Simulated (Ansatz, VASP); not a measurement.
TaSi2 in VASP and in Ansatz

File INCAR:

```
PREC     = Accurate       # precision mode
ENCUT    = 520            # plane-wave cutoff, eV
EDIFF    = 1E-6           # SCF threshold, eV
ISMEAR   = 0              # smearing method
SIGMA    = 0.15           # smearing width, eV
LREAL    = False          # projectors in reciprocal space
LASPH    = True           # aspherical terms in the spheres
NELM     = 100            # most SCF steps
ALGO     = Fast           # electronic algorithm
ISIF     = 2              # what is computed and relaxed
LWAVE    = False          # write WAVECAR
LCHARG   = False          # write CHGCAR
GGA      = PE             # functional
NBANDS   = 38             # bands
```

KPOINTS

```
Automatic mesh
0
Gamma
  9 9 6
```

POSCAR

```
TaSi2
1.0
    4.8060235202      0.0000000000      0.0000000000
   -2.4030117601      4.1621384597      0.0000000000
    0.0000000000      0.0000000000      6.5995345254
Ta Si
3 6
Direct
    0.3651691992      0.0000000000     -0.1309183241
    0.5000000000      0.5000000000      0.6666666667
    0.0000000000      0.5000000000      0.3333333333
    0.1589152396      0.3178304793      0.0000000000
    0.8410847604      0.1589152396      0.6666666667
    0.6821695207      0.8410847604      0.3333333333
    0.8410847604      0.6821695207      0.0000000000
    0.1589152396      0.8410847604      0.6666666667
    0.3178304793      0.1589152396      0.3333333333
```

Input for Ansatz:

```yaml
crystal:
  lattice:
    - [4.8060235202, 0.0, 0.0]
    - [-2.4030117601, 4.1621384597, 0.0]
    - [0.0, 0.0, 6.5995345254]
  atoms:
    - { symbol: Ta, position: [0.3651691992, 0.0, -0.1309183241] }
    - { symbol: Ta, position: [0.5, 0.5, 0.6666666667] }
    - { symbol: Ta, position: [0.0, 0.5, 0.3333333333] }
    - { symbol: Si, position: [0.1589152396, 0.3178304793, 0.0] }
    - { symbol: Si, position: [0.8410847604, 0.1589152396, 0.6666666667] }
    - { symbol: Si, position: [0.6821695207, 0.8410847604, 0.3333333333] }
    - { symbol: Si, position: [0.8410847604, 0.6821695207, 0.0] }
    - { symbol: Si, position: [0.1589152396, 0.8410847604, 0.6666666667] }
    - { symbol: Si, position: [0.3178304793, 0.1589152396, 0.3333333333] }
basis:
  ecutwfc: 420
kpoints:
  mp_grid: { grid: [9, 9, 6] }
hamiltonian:
  xc: pbe
  pseudopotentials: { kind: paw, azcp: { folder: soft_1 } }
scf:
  occupations: { method: gaussian, width: 0.15 }
output:
  forces: true
  stress: true
  eigenvalues: true
```

Alike in both runs: task single point; functional PBE; k mesh 9 × 9 × 6; occupations gaussian, width 0.15 eV; no spin polarisation.

|  | VASP | Ansatz |
| --- | --- | --- |
| version | VASP 6.6.1 | Ansatz 0.2.0 |
| potentials or method | VASP PAW PBE potentials, release 64 (Ta_pv, Si), cutoff 520 eV | scalar-relativistic, plane waves, PAW |
| valence electrons in the cell | 57 | 63 |

|  | VASP | Ansatz | Ansatz less VASP |
| --- | --- | --- | --- |
| gap on the k mesh at the Fermi level (eV) | none | none | - |
| rms of the force components (eV/Å) | 12.632 | 13.098 | +0.4661 |

Atom by atom the forces differ by 0.471 eV/Å (rms over components). A gap of «none» marks a metal or a gap that the smearing closes. The functional is the same, so the differences come from potentials, cutoffs and numerics. VASP's potentials hold 57 valence electrons a cell and Ansatz's 63, so a difference there can come from the potentials and not from the codes.

Spin-orbit coupling is off throughout.
